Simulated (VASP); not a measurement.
# Ge (P4_322) in VASP: a series of runs

Ge is run at these levels: PBE; tasks: single point.

Program: VASP 6.6.1. These are calculated values, not measurements. Logs are shortened: lines on timing, memory, paths and dates and some standing lists are left out, and cuts for length are marked.

## Step 1: The cell of the first run

The structure is tetragonal, space group P4_322 (No. 95). Conventional cell: a = 6.980 Å, b = 6.980 Å, c = 6.941 Å, α = 90.00°, β = 90.00°, γ = 90.00°. Within 3.3 Å of Ge (site symmetry 2) lie 4 Ge at 2.50 to 2.57 Å. Within 3.3 Å of Ge (site symmetry 1) lie 4 Ge at 2.51 to 2.62 Å.

The cell was generated, and may not be a known phase.

## Step 2: Single point, PBE

File INCAR:

```
ALGO = Normal
EDIFF = 1E-6
ENCUT = 500
GGA = PE
GGA_COMPAT = F
ISIF = 2
ISMEAR = 0
LASPH = T
LCHARG = F
LREAL = F
LWAVE = F
NBANDS = 96
NELM = 120
PREC = Accurate
SIGMA = 0.1
```

File KPOINTS:

```
k-points
0
Gamma
  4 4 4
```

File POSCAR:

```
Ge
1.0
    6.9795353780      0.0000000000      0.0000000000
    0.0000000000      6.9795353780      0.0000000000
    0.0000000000      0.0000000000      6.9412489461
Ge
12
Direct
    0.6284399362      0.6284399362      0.6250000000
    0.3715600638      0.3715600638      0.1250000000
    0.3715600638      0.6284399362      0.3750000000
    0.6284399362      0.3715600638      0.8750000000
    0.1569926515      0.5821805012      0.9109932938
    0.8430073485      0.4178194988      0.4109932938
    0.4178194988      0.1569926515      0.6609932938
    0.5821805012      0.8430073485      0.1609932938
    0.8430073485      0.5821805012      0.0890067062
    0.1569926515      0.4178194988      0.5890067062
    0.5821805012      0.1569926515      0.3390067062
    0.4178194988      0.8430073485      0.8390067062
```

Potentials or basis: VASP PAW PBE potentials, release 64 (Ge_d).

Started as:

```console
$ cat potpaw_PBE.64/Ge_d/POTCAR > POTCAR
$ mpirun -np 1 vasp_std > vasp.out
```

OUTCAR:

```text
EDIFF = 1E-6
   ENCUT = 500
   GGA = PE
   ISIF = 2
   ISMEAR = 0
   LASPH = T
   LREAL = F
   NELM = 120
   PREC = Accurate

 ion  position               nearest neighbor table
   1  0.628  0.628  0.625-   3 2.50   4 2.50   6 2.57  12 2.57
   2  0.372  0.372  0.125-   3 2.50   4 2.50   5 2.57  11 2.57
   3  0.372  0.628  0.375-   1 2.50   2 2.50   8 2.57  10 2.57
   4  0.628  0.372  0.875-   1 2.50   2 2.50   7 2.57   9 2.57
   5  0.157  0.582  0.911-  10 2.51   9 2.52   2 2.57  12 2.62
   6  0.843  0.418  0.411-   9 2.51  10 2.52   1 2.57  11 2.62
   7  0.418  0.157  0.661-  11 2.51  12 2.52   4 2.57  10 2.62
   8  0.582  0.843  0.161-  12 2.51  11 2.52   3 2.57   9 2.62
   9  0.843  0.582  0.089-   6 2.51   5 2.52   4 2.57   8 2.62
  10  0.157  0.418  0.589-   5 2.51   6 2.52   3 2.57   7 2.62
  11  0.582  0.157  0.339-   7 2.51   8 2.52   2 2.57   6 2.62
  12  0.418  0.843  0.839-   8 2.51   7 2.52   1 2.57   5 2.62

  LATTYP: Found a simple tetragonal cell.
 ALAT       =     6.9795353780
 C/A-ratio  =     0.9945144727

  Lattice vectors:

 A1 = (   6.9795353780,   0.0000000000,   0.0000000000)
 A2 = (   0.0000000000,   6.9795353780,   0.0000000000)
 A3 = (   0.0000000000,   0.0000000000,   6.9412489461)

Analysis of symmetry for initial positions (statically):
=====================================================================
 Subroutine PRICEL returns:
 Original cell was already a primitive cell.

 Routine SETGRP: Setting up the symmetry group for a
 simple tetragonal supercell.

 Subroutine GETGRP returns: Found  8 space group operations
 (whereof  2 operations were pure point group operations)
 out of a pool of 16 trial point group operations.

The static configuration has the point symmetry C_2 .
 The point group associated with its full space group is D_4 .

Analysis of symmetry for dynamics (positions and initial velocities):
=====================================================================
 Subroutine PRICEL returns:
 Original cell was already a primitive cell.

 Routine SETGRP: Setting up the symmetry group for a
 simple tetragonal supercell.

 Subroutine GETGRP returns: Found  8 space group operations
 (whereof  2 operations were pure point group operations)
 out of a pool of 16 trial point group operations.

The dynamic configuration has the point symmetry C_2 .
 The point group associated with its full space group is D_4 .

 Subroutine INISYM returns: Found  8 space group operations
 (whereof  2 operations are pure point group operations),
 and found     1 'primitive' translations

----------------------------------------------------------------------------------------

                                     Primitive cell

  volume of cell :     338.1354

  direct lattice vectors                    reciprocal lattice vectors
     6.979535378  0.000000000  0.000000000     0.143276013  0.000000000  0.000000000
     0.000000000  6.979535378  0.000000000     0.000000000  0.143276013  0.000000000
     0.000000000  0.000000000  6.941248946     0.000000000  0.000000000  0.144066292

  length of vectors
     6.979535378  6.979535378  6.941248946     0.143276013  0.143276013  0.144066292

  position of ions in fractional coordinates (direct lattice)
     0.628439936  0.628439936  0.625000000
     0.371560064  0.371560064  0.125000000
     0.371560064  0.628439936  0.375000000
     0.628439936  0.371560064  0.875000000
     0.156992651  0.582180501  0.910993294
     0.843007349  0.417819499  0.410993294
     0.417819499  0.156992651  0.660993294
     0.582180501  0.843007349  0.160993294
     0.843007349  0.582180501  0.089006706
     0.156992651  0.417819499  0.589006706
     0.582180501  0.156992651  0.339006706
     0.417819499  0.843007349  0.839006706

  ion indices of the primitive-cell ions
   primitive index   ion index
                 1           1
                 2           2
                 3           3
                 4           4
                 5           5
                 6           6
                 7           7
                 8           8
                 9           9
                10          10
                11          11
                12          12

----------------------------------------------------------------------------------------

 KPOINTS: k-points

Automatic generation of k-mesh.
 Grid dimensions read from file:
 generate k-points for:    4    4    4

 Generating k-lattice:

  Cartesian coordinates                     Fractional coordinates (reciprocal lattice)
     0.035819003  0.000000000  0.000000000     0.250000000  0.000000000  0.000000000
     0.000000000  0.035819003  0.000000000     0.000000000  0.250000000  0.000000000
     0.000000000  0.000000000  0.036016573     0.000000000  0.000000000  0.250000000

  Length of vectors
     0.035819003  0.035819003  0.036016573

  Shift w.r.t. Gamma in fractional coordinates (k-lattice)
     0.000000000  0.000000000  0.000000000

 Subroutine IBZKPT returns following result:
 ===========================================

 Found     18 irreducible k-points:

 Following reciprocal coordinates:
            Coordinates               Weight
  0.000000  0.000000  0.000000      1.000000
  0.250000  0.000000  0.000000      4.000000
  0.500000  0.000000  0.000000      2.000000
  0.250000  0.250000  0.000000      4.000000
  0.500000  0.250000  0.000000      4.000000
  0.500000  0.500000  0.000000      1.000000
[... 10 lines left out ...]
  0.500000  0.250000  0.500000      4.000000
  0.500000  0.500000  0.500000      1.000000
   k-points           NKPTS =     18   k-points in BZ     NKDIM =     18   number of bands    NBANDS=     96
   number of dos      NEDOS =    301   number of ions     NIONS =     12
   total plane-waves  NPLWV = 157464
   dimension x,y,z NGX =    54 NGY =   54 NGZ =   54
   dimension x,y,z NGXF=   108 NGYF=  108 NGZF=  108
   ions per type =              12
   NGX,Y,Z   is equivalent  to a cutoff of  12.86, 12.86, 12.93 a.u.
   NGXF,Y,Z  is equivalent  to a cutoff of  25.72, 25.72, 25.87 a.u.
 SYSTEM =  unknown system
   PREC   = accura    normal or accurate (medium, high low for compatibility)
   ISTART =      0    job   : 0-new  1-cont  2-samecut
   ICHARG =      2    charge: 1-file 2-atom 10-const
   ISPIN  =      1    spin polarized calculation?
   LNONCOLLINEAR =      F non collinear calculations
   LSORBIT =      F    spin-orbit coupling
   LASPH  =      T    aspherical Exc in radial PAW
   ENCUT  =  500.0 eV  36.75 Ry    6.06 a.u.  12.73 12.73 12.66*2*pi/ulx,y,z
   NELM   =    120;   NELMIN=  2; NELMDL= -5     # of ELM steps
   EDIFF  = 0.1E-05   stopping-criterion for ELM
   LREAL  =      F    real-space projection
   EDIFFG = 0.1E-04   stopping-criterion for IOM
   NSW    =      0    number of steps for IOM
   IBRION =     -1    ionic relax: 0-MD 1-quasi-New 2-CG
   NFREE  =      0    steps in history (QN), initial steepest desc. (CG)
   ISIF   =      2    stress and relaxation
   ISYM   =      2    0-nonsym 1-usesym 2-fastsym
   POTIM  = 0.5000    time-step for ionic-motion
   TEBEG  =    0.0;   TEEND  =   0.0 temperature during run
   PSTRESS=    0.0 pullay stress
   NELECT =     168.0000    total number of electrons
   NUPDOWN=      -1.0000    fix difference up-down
   EMIN   =  10.00;   EMAX   =-10.00  energy-range for DOS
   EFERMI =   0.00;   METHOD = LEGACY
   ISMEAR =     0;   SIGMA  =   0.10  broadening in eV -4-tet -1-fermi 0-gaus
   EFERMI_NEDOS =   21; number of points for ismear=-14 and -15
   IALGO  =     38    algorithm
   IMIX   =      4    mixing-type and parameters
     AMIX     =   0.40;   BMIX     =  1.00
     AMIX_MAG =   1.60;   BMIX_MAG =  1.00
  volume/ion in A,a.u.               =      28.18       190.15
  Fermi-wavevector in a.u.,A,eV,Ry     =   1.296625  2.450266 22.874608  1.681236
  Thomas-Fermi vector in A             =   2.428069
   LORBIT       =      0    0 simple, 1 ext, 2 COOP (PROOUT), +10 PAW based schemes
   GGA     = PE    functional components
   LHFCALC =     F    Hartree Fock is set to
   AEXX    =    0.0000 exact exchange contribution
   IVDW    =     0    specifies the selected vdW correction
   LEPSILON=     F    determine dielectric tensor
   LRPA    =     F    only Hartree local field effects (RPA)
 non-spin polarized calculation
 Gauss-broadening in eV      SIGMA  =   0.10
  energy-cutoff  :      500.00
  volume of cell :      338.14
 maximum number of plane-waves:      8626
 NGX is ok and might be reduce to    54
   NGX = 25   NGY = 25   NGZ = 25

 number of electron     168.0000126 magnetization

 Free energy of the ion-electron system (eV)
  ---------------------------------------------------
  ext. energy  EPLUGINS =         0.00000000
  ---------------------------------------------------
  free energy    TOTEN  =       -49.92486773 eV

  energy without entropy =      -49.91454228  energy(sigma->0) =      -49.91970501

 E-fermi :   2.9604     XC(G=0):  -8.6639

 val. band max:        2.9247960647   @ k =   0.5000   0.0000   0.0000
 cond. band min:       3.1007075063   @ k =   0.0000   0.0000   0.0000
 fundamental gap:      0.1759114416
 Fermi energy:         2.9603981839

 k-point     1 :       0.0000    0.0000    0.0000
  band No.  band energies     occupation
      1     -21.8104      2.00000
      2     -21.7827      2.00000
      3     -21.7827      2.00000
      4     -21.7743      2.00000
      5     -21.7601      2.00000
      6     -21.7534      2.00000
[... 88 lines left out ...]
     95       6.8728      0.00000
     96       7.0488      0.00000

 k-point     2 :       0.2500    0.0000    0.0000
  band No.  band energies     occupation
      1     -21.8064      2.00000
      2     -21.7871      2.00000
      3     -21.7807      2.00000
      4     -21.7719      2.00000
      5     -21.7626      2.00000
      6     -21.7617      2.00000
[... 1672 lines left out ...]
     95       6.8708      0.00000
     96       6.8849      0.00000

------------------------ aborting loop because EDIFF is reached ----------------------------------------

  FORCE on cell =-STRESS in cart. coord.  units (eV):
  Direction    XX          YY          ZZ          XY          YZ          ZX
  --------------------------------------------------------------------------------------
  -------------------------------------------------------------------------------------
  Total        0.0163489      0.0163489      0.0937495      0.0000000     -0.0000000      0.0000000
  in kB        0.0774656      0.0774656      0.4442108      0.0000000     -0.0000000      0.0000000
  external PRESSURE =       0.1997140 kB  Pullay stress =       0.0000000 kB

 VOLUME and BASIS-vectors are now :
 -----------------------------------------------------------------------------
  energy-cutoff  :      500.00
  volume of cell :      338.14
      direct lattice vectors                 reciprocal lattice vectors
     6.979535378  0.000000000  0.000000000     0.143276013  0.000000000  0.000000000
     0.000000000  6.979535378  0.000000000     0.000000000  0.143276013  0.000000000
     0.000000000  0.000000000  6.941248946     0.000000000  0.000000000  0.144066292

 POSITION                                       TOTAL-FORCE (eV/Angst)
 -----------------------------------------------------------------------------------
      4.38622      4.38622      4.33828         0.006339      0.006339      0.000000
      2.59332      2.59332      0.86766        -0.006339     -0.006339      0.000000
      2.59332      4.38622      2.60297        -0.006339      0.006339      0.000000
      4.38622      2.59332      6.07359         0.006339     -0.006339      0.000000
      1.09574      4.06335      6.32343         0.004875      0.009733      0.010575
      5.88380      2.91619      2.85281        -0.004875     -0.009733      0.010575
      2.91619      1.09574      4.58812        -0.009733      0.004875      0.010575
      4.06335      5.88380      1.11749         0.009733     -0.004875      0.010575
      5.88380      4.06335      0.61782        -0.004875      0.009733     -0.010575
      1.09574      2.91619      4.08844         0.004875     -0.009733     -0.010575
      4.06335      1.09574      2.35313         0.009733      0.004875     -0.010575
      2.91619      5.88380      5.82375        -0.009733     -0.004875     -0.010575
 -----------------------------------------------------------------------------------
    total drift:                               -0.000000      0.000000     -0.000000

  FREE ENERGIE OF THE ION-ELECTRON SYSTEM (eV)
  ---------------------------------------------------
  free  energy   TOTEN  =       -49.9248677326 eV

  energy  without entropy=      -49.9145422832  energy(sigma->0) =      -49.91970501
```

Wall time 17 min (1 thread of Oxide Virtual Turin-like, shared host); peak memory 0.56 GiB.

Results:

| Property | Result |
| --- | --- |
| Free energy | -49.9249 eV |
| Pressure | 0.0 GPa |
| Largest force | 0.015 eV/Å |
| Band gap on the k mesh | zero (bands 84 and 85 overlap by 0.21 eV) |

Forces in eV/Å, atoms in the order of the input:
```
Ge   0.006  0.006  0.000
Ge  -0.006 -0.006  0.000
Ge  -0.006  0.006  0.000
Ge   0.006 -0.006  0.000
Ge   0.005  0.010  0.011
Ge  -0.005 -0.010  0.011
Ge  -0.010  0.005  0.011
Ge   0.010 -0.005  0.011
Ge  -0.005  0.010 -0.011
Ge   0.005 -0.010 -0.011
Ge   0.010  0.005 -0.011
Ge  -0.010 -0.005 -0.011
```

Levels at points of the mesh, in eV from the Fermi level:
| k point | band 81 | band 82 | band 83 | band 84 | band 85 | band 86 | band 87 | band 88 |
| --- | --- | --- | --- | --- | --- | --- | --- | --- |
| (0.00, 0.00, 0.00) | -0.69 | -0.69 | -0.54 | 0.14 | 0.22 | 0.92 | 1.51 | 1.51 |
| (0.50, 0.00, 0.00) | -0.93 | -0.78 | -0.67 | -0.04 | -0.04 | 0.35 | 1.06 | 1.46 |
| (0.50, 0.50, 0.00) | -1.06 | -0.92 | -0.33 | -0.33 | 0.37 | 0.37 | 0.86 | 1.51 |
| (0.00, 0.00, 0.50) | -1.35 | -1.35 | -0.43 | -0.43 | 0.52 | 0.52 | 0.78 | 0.78 |
| (0.50, 0.00, 0.50) | -1.30 | -1.30 | -0.54 | -0.54 | 0.20 | 0.20 | 1.21 | 1.21 |
| (0.50, 0.50, 0.50) | -1.18 | -1.18 | -0.65 | -0.65 | 0.81 | 0.81 | 1.01 | 1.01 |

Caveat: semilocal functionals underestimate gaps, and a narrow one can read as zero.

(Continued in part 2 of 2.)

The gap in the log of VASP goes by the Fermi energy; the results here count the filled bands.